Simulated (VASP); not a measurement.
# Rh (P6_3/mmc) in VASP: further runs, part 2 of 2

VASP 6.6.1. The steps go on from the part before.

### Step 4. Single point, LDA (volume scaled by 0.98)

INCAR

```
  PREC = Accurate
  ENCUT = 520
  EDIFF = 1E-6
  ISMEAR = -1
  SIGMA = 0.05
  LREAL = F
  LASPH = T
  NELM = 80
  ALGO = Normal
  ISIF = 2
  LWAVE = F
  LCHARG = T
  LELF = T
  LVHAR = T
  NBANDS = 22
```

KPOINTS

```
Automatic mesh
0
Gamma
  11 11 6
```

POSCAR

```
Rh
1.0
    2.7126497715      0.0000000000      0.0000000000
   -1.3563248858      2.3492236138      0.0000000000
    0.0000000000      0.0000000000      4.3987667018
Rh
2
Direct
    0.3333333333      0.6666666667      0.2500000000
    0.6666666667      0.3333333333      0.7500000000
```

Potentials or basis: VASP PAW LDA potentials, release 64 (Rh_pv).

On the command line:

```
$ cat potpaw_LDA.64/Rh_pv/POTCAR > POTCAR
$ mpirun -np 1 vasp_std > vasp.out
```

OUTCAR:

```text
PREC = Accurate
   ENCUT = 520
   EDIFF = 1E-6
   ISMEAR = -1
   LREAL = F
   LASPH = T
   NELM = 80
   ISIF = 2

 ion  position               nearest neighbor table
   1  0.333  0.667  0.250-   2 2.70   2 2.70   2 2.70   2 2.70   2 2.70   2 2.70
   2  0.667  0.333  0.750-   1 2.70   1 2.70   1 2.70   1 2.70   1 2.70   1 2.70

  LATTYP: Found a hexagonal cell.
 ALAT       =     2.7126497715
 C/A-ratio  =     1.6215756077

  Lattice vectors:

 A1 = (   2.7126497715,   0.0000000000,   0.0000000000)
 A2 = (  -1.3563248858,   2.3492236138,   0.0000000000)
[... 190 lines left out ...]
      5     -34.7537      2.00000
      6     -34.7537      2.00000
[... 589 lines left out ...]
     21      27.4295      0.00000
     22      28.8074      0.00000

 [... further k-points ...]
[... 5 lines left out ...]
  --------------------------------------------------------------------------------------
  -------------------------------------------------------------------------------------
  Total       -2.3938888     -2.3938888     -2.6353175      0.0000000      0.0000000      0.0000000
  in kB     -136.8250274   -136.8250274   -150.6241199      0.0000000      0.0000000      0.0000000
  external PRESSURE =    -141.4247249 kB  Pullay stress =       0.0000000 kB

 VOLUME and BASIS-vectors are now :
 -----------------------------------------------------------------------------
  energy-cutoff  :      520.00
  volume of cell :       28.03
      direct lattice vectors                 reciprocal lattice vectors
     2.712649772  0.000000000  0.000000000     0.368643240  0.212836274  0.000000000
    -1.356324886  2.349223614  0.000000000     0.000000000  0.425672547  0.000000000
     0.000000000  0.000000000  4.398766702     0.000000000  0.000000000  0.227336449

 POSITION                                       TOTAL-FORCE (eV/Angst)
 -----------------------------------------------------------------------------------
     -0.00000      1.56615      1.09969         0.000000     -0.000000      0.000000
      1.35632      0.78307      3.29908        -0.000000      0.000000      0.000000
 -----------------------------------------------------------------------------------
    total drift:                                0.000000     -0.000000      0.000000

  FREE ENERGIE OF THE ION-ELECTRON SYSTEM (eV)
  ---------------------------------------------------
  free  energy   TOTEN  =       -17.2268301515 eV

  energy  without entropy=      -17.1978235147  energy(sigma->0) =      -17.21232683
```

OSZICAR:

```text
N       E                     dE             d eps       ncg     rms          rms(c)
DAV:   1     0.324316840974E+03    0.32432E+03   -0.19051E+04  2816   0.158E+03
DAV:   2    -0.111483276869E+02   -0.33547E+03   -0.32356E+03  2942   0.474E+02
DAV:   3    -0.182963969934E+02   -0.71481E+01   -0.71049E+01  3284   0.776E+01
DAV:   4    -0.183433704314E+02   -0.46973E-01   -0.46969E-01  3184   0.640E+00
DAV:   5    -0.183441208838E+02   -0.75045E-03   -0.75045E-03  3296   0.833E-01    0.145E+01
DAV:   6    -0.172723163815E+02    0.10718E+01   -0.25531E+00  3086   0.168E+01    0.471E+00
DAV:   7    -0.172356141100E+02    0.36702E-01   -0.41978E-02  3230   0.174E+00    0.221E+00
DAV:   8    -0.172271853942E+02    0.84287E-02   -0.90449E-03  3050   0.112E+00    0.332E-01
DAV:   9    -0.172268175445E+02    0.36785E-03   -0.35251E-04  3254   0.229E-01    0.477E-02
DAV:  10    -0.172268301912E+02   -0.12647E-04   -0.54510E-06  3222   0.231E-02    0.380E-03
DAV:  11    -0.172268301515E+02    0.39615E-07   -0.44060E-07  1930   0.676E-03
   1 F= -.17226830E+02 E0= -.17212327E+02  d E =-.290066E-01
```

Run time: 42 s. Hardware: 1 thread of AMD EPYC 7R13, shared host; peak memory 0.12 GiB.

Results:

```yaml
Free_energy: -17.2268 eV
Pressure: -14.1 GPa
Band_gap_on_the_k_mesh: zero (band 15 reaches 12.05 eV, above the bottom of band 16 at 9.75 eV)
```

Caveat: the cell differs from its parent crystal (volume scaled by 0.98).

### Step 5. Single point, LDA

This run uses another cell than the first one, of 14.30 Å³/atom, 1.064 times its volume.

INCAR

```
SYSTEM = Rh
PREC = Accurate
ENCUT = 520
EDIFF = 1E-6
ISMEAR = -1
SIGMA = 0.05
LREAL = .False.
LASPH = .True.
NELM = 60
ALGO = Fast
ISIF = 2
LWAVE = .False.
LCHARG = .False.
GGA = CA
NBANDS = 22
```

KPOINTS

```
Automatic mesh
0
Gamma
  11 11 6
  0 0 0
```

POSCAR

```
Rh
1.0
    2.7309790422      0.0000000000      0.0000000000
   -1.3654895211      2.3650972278      0.0000000000
    0.0000000000      0.0000000000      4.4284890000
Rh
2
Direct
    0.3333333333      0.6666666667      0.2500000000
    0.6666666667      0.3333333333      0.7500000000
```

On the command line:

```
$ cat potpaw_LDA.64/Rh_pv/POTCAR > POTCAR
$ mpirun -np 1 vasp_std > vasp.out
```

Wall time 48 s (1 thread of AMD EPYC 7R13, shared host); peak memory 0.12 GiB.

It converged, with:

```yaml
Free_energy: -17.1685 eV
Pressure: -18.6 GPa
Band_gap_on_the_k_mesh: zero (band 15 reaches 11.66 eV, above the bottom of band 16 at 9.44 eV)
```

Stress tensor (GPa, compression positive):
```
-18.13   0.00   0.00
  0.00 -18.13   0.00
  0.00   0.00 -19.59
```

Levels at points of the mesh, in eV from the Fermi level:
```
           k point  band 11  band 12  band 13  band 14  band 15  band 16  band 17  band 18  band 19  band 20
(0.00, 0.00, 0.00)    -2.87    -2.38    -2.38    -1.78    -1.78     0.14     0.14     0.72     8.16    15.88
(0.00, 0.00, 0.50)    -2.97    -2.97    -2.97    -2.97    -0.41    -0.41    -0.41    -0.41    14.63    14.63
```

### Step 6. Single point, LDA (volume scaled by 1.02)

INCAR

```
PREC = Accurate
ENCUT = 520
EDIFF = 1E-6
ISMEAR = -1
SIGMA = 0.05
LREAL = False
LASPH = True
NELM = 60
ALGO = Fast
ISIF = 2
LWAVE = False
LCHARG = False
GGA = CA
NBANDS = 22
```

KPOINTS

```
regular mesh
0
Gamma
  11 11 6
```

POSCAR

```
Rh
1.0
    2.7490655232      0.0000000000      0.0000000000
   -1.3745327616      2.3807605798      0.0000000000
    0.0000000000      0.0000000000      4.4578175964
Rh
2
Direct
    0.3333333333      0.6666666667      0.2500000000
    0.6666666667      0.3333333333      0.7500000000
```

Potentials or basis: VASP PAW LDA potentials, release 64 (Rh_pv).

On the command line:

```
$ cat potpaw_LDA.64/Rh_pv/POTCAR > POTCAR
$ mpirun -np 1 vasp_std > vasp.out
```

Wall time 43 s (1 thread of AMD EPYC 7R13, shared host); peak memory 0.12 GiB.

Results (log left out):

| Property | Result |
| --- | --- |
| Free energy | -17.0949 eV |
| Pressure | -22.6 GPa |
| Band gap on the k mesh | zero (band 15 reaches 11.29 eV, above the bottom of band 16 at 9.13 eV) |

Stress tensor (GPa, compression positive):
```
-22.11   0.00   0.00
  0.00 -22.11   0.00
  0.00   0.00 -23.62
```

Levels at points of the mesh, in eV from the Fermi level:
```tsv
k point	band 13	band 14	band 15	band 16	band 17	band 18
(0.00, 0.00, 0.00)	-2.30	-1.73	-1.73	0.14	0.14	0.75
(0.00, 0.00, 0.50)	-2.87	-2.87	-0.39	-0.39	-0.39	-0.39
```

Caveat: the cell differs from its parent crystal (volume scaled by 1.02).

### Step 7. Overview

```csv
cell,gap on the mesh (eV),pressure (GPa)
"a = 2.675, b = 2.675, c = 4.338 Å, angles 90.0, 90.0, 120.0°, 2 atoms",none,-2.9
"a = 2.694, b = 2.694, c = 4.369 Å, angles 90.0, 90.0, 120.0°, 2 atoms",none,-8.9
"a = 2.713, b = 2.713, c = 4.399 Å, angles 90.0, 90.0, 120.0°, 2 atoms",none,-14.1
"a = 2.731, b = 2.731, c = 4.428 Å, angles 90.0, 90.0, 120.0°, 2 atoms",none,-18.6
"a = 2.749, b = 2.749, c = 4.458 Å, angles 90.0, 90.0, 120.0°, 2 atoms",none,-22.6
```

Alike in all rows: task single point; level LDA; potentials or basis VASP PAW LDA potentials, release 64 (Rh_pv); no spin polarisation; k mesh 11 × 11 × 6; cutoff (eV) 520; smearing fermi-dirac 0.05 eV.

Total energies depend on the potentials used, so only differences within one code and one set of settings carry meaning.
